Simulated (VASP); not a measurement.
A run of VASP 6.6.1 is set up as follows.

POSCAR

```
LiH
1.0
   -0.0507565516      2.0247467028      2.0247467028
    2.0247467028     -0.0507565516      2.0247467028
    2.0247467028      2.0247467028     -0.0507565516
Li H
1 1
Direct
    0.0000000000      0.0000000000      0.0000000000
    0.5000000000      0.5000000000      0.5000000000
```

The input INCAR.step1:

```
SYSTEM = LiH
PREC = Accurate ; ENCUT = 520
EDIFF = 1E-5 ; ISMEAR = 0
SIGMA = 0.01 ; LREAL = .FALSE.
LASPH = .TRUE. ; NELM = 60
ALGO = Normal ; ISIF = 2
LWAVE = .TRUE. ; LCHARG = .FALSE.
GGA = PE ; NBANDS = 9
```

File INCAR.step2:

```
SYSTEM = LiH
PREC = Accurate ; ENCUT = 520
EDIFF = 1E-6 ; ISMEAR = 0
SIGMA = 0.01 ; LREAL = .FALSE.
LASPH = .TRUE. ; NELM = 60
ALGO = Normal ; ISIF = 2
LWAVE = .FALSE. ; LCHARG = .FALSE.
GGA = PE ; LHFCALC = .TRUE.
HFSCREEN = 0.2079 ; PRECFOCK = Normal
ISTART = 1 ; NBANDS = 9
```

Contents of KPOINTS:

```
Automatic mesh
0
G
  8 8 8
  0 0 0
```

Potentials or basis: VASP PAW PBE potentials, release 64 (Li_sv, H).

Launch:

```bash
$ cat potpaw_PBE.64/Li_sv/POTCAR potpaw_PBE.64/H/POTCAR > POTCAR
$ cp INCAR.step1 INCAR
$ mpirun -np 1 vasp_std > vasp.out
$ cp INCAR.step2 INCAR
$ mpirun -np 1 vasp_std > vasp.out
```

(1) Estimate the band gap on the k mesh.

Results:

(1) 4.00 eV.

Caveat: the cell differs from its parent crystal (epitaxial 111 strain +3.6%).
